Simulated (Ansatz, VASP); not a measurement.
TiC in VASP and in Ansatz

```
Ti C
1.0
     0.00000    2.37326    2.37326
     2.37326    0.00000    2.37326
     2.37326    2.37326    0.00000
Ti C
1 1
Direct
  0.00000 0.00000 0.00000
  0.25000 0.25000 0.25000
```

Alike in both runs: task single point; functional PBE; k mesh 6 × 6 × 6; occupations gaussian, width 0.05 eV; no spin polarisation.

```csv
,VASP,Ansatz
version,VASP 6.6.1,Ansatz 0.2.0
potentials or method,"VASP PAW PBE potentials, release 64 (Ti_sv, C), cutoff 520 eV","scalar-relativistic, plane waves, PAW"
valence electrons in the cell,16,16
```

```csv
,VASP,Ansatz,Ansatz less VASP
gap on the k mesh at the Fermi level (eV),0.52,0.52,+0.001
least direct gap on the mesh (eV),0.52,0.52,+0.001
pressure (GPa),-1.8,-1.9,-0.11
```

With one functional, cell and mesh, what is left measures potentials, basis and numerics.
